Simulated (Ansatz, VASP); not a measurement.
**Two plane-wave programs on BaTiO3**

```xyz
5
Lattice="2.8369 1.6379 2.3209 -2.8369 1.6379 2.3209 0.0000 -3.2757 2.3209" Properties=species:S:1:pos:R:3 pbc="T T T"
Ba    0.0000    0.0000   -0.0108
Ti    0.0000    0.0000    3.5245
O    -1.4021    0.8095    4.5640
O     0.0000   -1.6190    4.5640
O     1.4021    0.8095    4.5640
```

Alike in both runs: task single point; functional r2SCAN; k mesh 6 × 6 × 6; occupations gaussian, width 0.02 eV; no spin polarisation; Hubbard terms Ti d U = 4.0 eV.

|  | VASP | Ansatz |
| --- | --- | --- |
| version | VASP 6.6.1 | Ansatz 0.2.0 |
| potentials or method | VASP PAW PBE potentials, release 64 (Ba_sv, Ti_sv, O), cutoff 520 eV | scalar-relativistic, plane waves, PAW |
| valence electrons in the cell | 40 | 40 |

|  | VASP | Ansatz | Ansatz less VASP |
| --- | --- | --- | --- |
| gap on the k mesh at the Fermi level (eV) | 2.90 | 2.89 | -0.003 |
| least direct gap on the mesh (eV) | 3.20 | 3.17 | -0.032 |
| pressure (GPa) | 3.9 | 0.0 | -3.87 |
| traceless stress, the component that is largest in VASP (GPa) | -0.19 | 0.00 | +0.194 |
| rms of the force components (eV/Å) | 0.198 | 0.000 | -0.1980 |

VASP's potentials were made for PBE, not for r2SCAN. The programs project onto different local orbitals, so the same U acts differently, and such runs can settle in different states. Atom by atom the forces differ by 0.198 eV/Å (rms over components).

Spin-orbit coupling is off throughout.
